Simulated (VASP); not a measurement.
Nb:

```xyz
2
Lattice="2.9403 0.0000 0.0000 -1.4702 2.5464 0.0000 0.0000 0.0000 4.8015" Properties=species:S:1:pos:R:3 pbc="T T T"
Nb    0.0000    1.6976    1.2004
Nb    1.4702    0.8488    3.6012
```

```yaml
Program: VASP 6.6.1
Task: relaxation of cell and atoms
Functional: BLYP
Potentials_or_basis: VASP PAW PBE potentials, release 64 (Nb_sv)
Cutoff: 600 eV
k_mesh: 12 × 12 × 7
Occupations: fermi-dirac, width 0.1 eV
Spin: no spin polarisation
```

At the start: pressure 13.1 GPa; volume 17.98 Å³/atom.

Problem. Where does the relaxation end?

Solution. Over 10 steps the energy falls by 117.5 meV/atom and the volume is 19.44 Å³/atom (+8.2 %); space group P6_3/mmc (No. 194, to 0.05 Å).

Step by step:
```csv
step,energy change (eV),largest force (eV/Å),pressure (GPa),volume (Å³)
1,0.0000,0.0000,13.11,35.95
2,0.1110,0.0000,-15.02,44.13
3,-0.1324,0.0000,-1.52,39.20
4,-0.1974,0.0000,-1.75,39.24
5,-0.1354,0.0000,1.74,39.01
6,-0.2320,0.0000,-1.43,39.23
7,-0.2338,0.0000,-1.21,39.21
8,-0.2338,0.0000,-1.25,39.21
9,-0.2306,0.0000,2.40,38.27
10,-0.2351,0.0000,-0.02,38.88
```

Final structure:
```
Nb
1.0
     2.89580    0.00000    0.00000
    -1.44790    2.50784    0.00000
     0.00000    0.00000    5.35413
Nb
2
Direct
  0.33333 0.66667 0.25000
  0.66667 0.33333 0.75000
```

Caveat: the PAW data sets were made with another functional, which shifts forces and pressure a little.
